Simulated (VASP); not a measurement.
Set up this calculation in VASP 6.6.1, as the native input.

* Task: single point
* Functional: PBE
* Potentials or basis: VASP PAW PBE potentials, release 64 (Mg, O)
* Cutoff: 520 eV
* k mesh: 9 × 9 × 6
* Occupations: gaussian, width 0.05 eV
* Spin: no spin polarisation
* Dipole correction: no
* Further INCAR settings: ALGO = Normal; EDIFF = 1e-06; NBANDS = 16

The structure of MgO lies in POSCAR:

```
MgO
1.0
    3.4700000000      0.0000000000      0.0000000000
   -1.7350000000      3.0051081511      0.0000000000
    0.0000000000      0.0000000000      5.3947000000
Mg O
2 2
Direct
    0.3333333333      0.6666666667      0.0063188013
    0.6666666667      0.3333333333      0.5063188013
    0.3333333333      0.6666666667      0.3982811987
    0.6666666667      0.3333333333      0.8982811987
```

These files were run (other wordings do the same):

INCAR

```
SYSTEM = MgO
ALGO = Normal
EDIFF = 1E-6
ENCUT = 520
GGA = PE
ISIF = 2
ISMEAR = 0
LASPH = .True.
LCHARG = .False.
LREAL = .False.
LWAVE = .False.
NBANDS = 16
NELM = 100
PREC = Accurate
SIGMA = 0.05
```

KPOINTS

```
k-points
0
Gamma
  9 9 6
  0 0 0
```

Potentials or basis: VASP PAW PBE potentials, release 64 (Mg, O).

Launch:

```console
$ cat potpaw_PBE.64/Mg/POTCAR potpaw_PBE.64/O/POTCAR > POTCAR
$ mpirun -np 1 vasp_std > vasp.out
```

It gave:

The pressure is -12.7 GPa. The largest force is 0.100 eV/Å. The band gap on the k mesh is 2.68 eV, direct.

Run time: 18 s on 1 thread of Intel(R) Xeon(R) 6975P-C (Granite Rapids) (shared host), peak memory 0.19 GiB.
